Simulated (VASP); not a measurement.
Write the native input for VASP 6.6.1 that does the following.

* Task: electric field gradients
* Functional: LDA
* Potentials or basis: VASP PAW LDA potentials, release 64 (V_sv, Re_sv_GW)
* Cutoff: 410 eV
* k mesh: 14 × 14 × 9
* Occupations: fermi-dirac, width 0.05 eV
* Spin: no spin polarisation
* Dipole correction: no
* Further INCAR settings: ALGO = Normal; EDIFF = 1e-08; NBANDS = 21

The structure of VRe lies in POSCAR:

```
VRe
1.0
    1.3848214486     -1.9901959528      0.0000000000
    1.3848214486      1.9901959528      0.0000000000
    0.0000000000      0.0000000000      3.8134853281
V Re
1 1
Direct
    0.5000000000      0.5000000000      0.5000000000
    0.0000000000      0.0000000000      0.0000000000
```

These files were run (other wordings do the same):

INCAR

```
SYSTEM = VRe
  PREC = Accurate
  ENCUT = 410
  EDIFF = 1E-8
  ISMEAR = -1
  SIGMA = 0.05
  LREAL = .FALSE.
  LASPH = .TRUE.
  NELM = 120
  ALGO = Normal
  ISIF = 2
  LWAVE = .FALSE.
  LCHARG = .FALSE.
  LEFG = .TRUE.
  NBANDS = 21
  GGA_COMPAT = .FALSE.
```

KPOINTS

```
Automatic mesh
0
G
  14 14 9
  0 0 0
```

Potentials or basis: VASP PAW LDA potentials, release 64 (V_sv, Re_sv_GW).

Command:

```bash
$ cat potpaw_LDA.64/V_sv/POTCAR potpaw_LDA.64/Re_sv_GW/POTCAR > POTCAR
$ mpirun -np 1 vasp_std > vasp.out
```

It gave:

```json
{
 "Pressure": "131.8 GPa",
 "Band gap on the k mesh": "zero (bands 14 and 15 overlap by 3.74 eV)",
 "Largest electric field gradient by atom": "V +20.7; Re -191.6 V/Å²"
}
```

Caveat: the cell stands under pressure; without QUAD_EFG the Cq values of the log hold for a quadrupole moment of 1 mb, not for the nuclei; spin-orbit coupling is left out, which moves the levels of the heavy elements.

It took 110 s on 1 thread of AMD EPYC 7R43 64-Core Processor (Zen 3), with other jobs on the host, peak memory 0.17 GiB.
